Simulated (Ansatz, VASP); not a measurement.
**Two plane-wave programs on Au**

Contents of INCAR:

```
ALGO = Fast
EDIFF = 1E-7
ENCUT = 520
GGA = PS
ISIF = 2
ISMEAR = 0
LASPH = T
LCHARG = T
LELF = T
LREAL = F
LVHAR = T
LWAVE = F
NBANDS = 12
NELM = 60
PREC = Accurate
SIGMA = 0.15
```

KPOINTS

```
k-points
0
Gamma
  20 20 20
```

Contents of POSCAR:

```
Au
1.0
   -1.6572690000      1.6572690000      1.6738416900
    1.6572690000     -1.6572690000      1.6738416900
    1.6572690000      1.6572690000     -1.6738416900
Au
1
Direct
    0.0000000000      0.0000000000      0.0000000000
```

Input for Ansatz:

```yaml
crystal:
  lattice:
    - [-1.657269, 1.657269, 1.67384169]
    - [1.657269, -1.657269, 1.67384169]
    - [1.657269, 1.657269, -1.67384169]
  atoms:
    - { symbol: Au, position: [0.0, 0.0, 0.0] }
basis:
  ecutwfc: 420
kpoints:
  mp_grid: { grid: [20, 20, 20] }
hamiltonian:
  xc: pbesol
scf:
  occupations: { method: gaussian, width: 0.15 }
output:
  forces: true
  stress: true
  eigenvalues: true
  write_density: true
  write_potential: true
  elf: true
  volumetric_format: npy
```

Change from the starting cell: strain +0.0100 x Voigt [0, 0, 1, 0, 0, 0], atoms carried along.

Alike in both runs: task single point; functional PBEsol; k mesh 20 × 20 × 20; occupations gaussian, width 0.15 eV; no spin polarisation.

|  | VASP | Ansatz |
| --- | --- | --- |
| version | VASP 6.6.1 | Ansatz 0.2.0 |
| potentials or method | VASP PAW PBE potentials, release 64 (Au), cutoff 520 eV | scalar-relativistic, plane waves, PAW |
| valence electrons in the cell | 11 | 19 |

VASP gave:

| Quantity | Value |
| --- | --- |
| gap on the k mesh at the Fermi level (eV) | none |
| pressure (GPa) | -10.7 |

Task: Estimate Ansatz's values.

Result: gap on the k mesh at the Fermi level (eV): none; pressure (GPa): -10.5.

VASP's potentials were made for PBE, not for PBEsol. A gap of «none» marks a metal or a gap that the smearing closes. With one functional, cell and mesh, what is left measures potentials, basis and numerics. VASP's potentials hold 11 valence electrons a cell and Ansatz's 19, so a difference there can come from the potentials and not from the codes.

Neither program's run includes spin-orbit coupling.
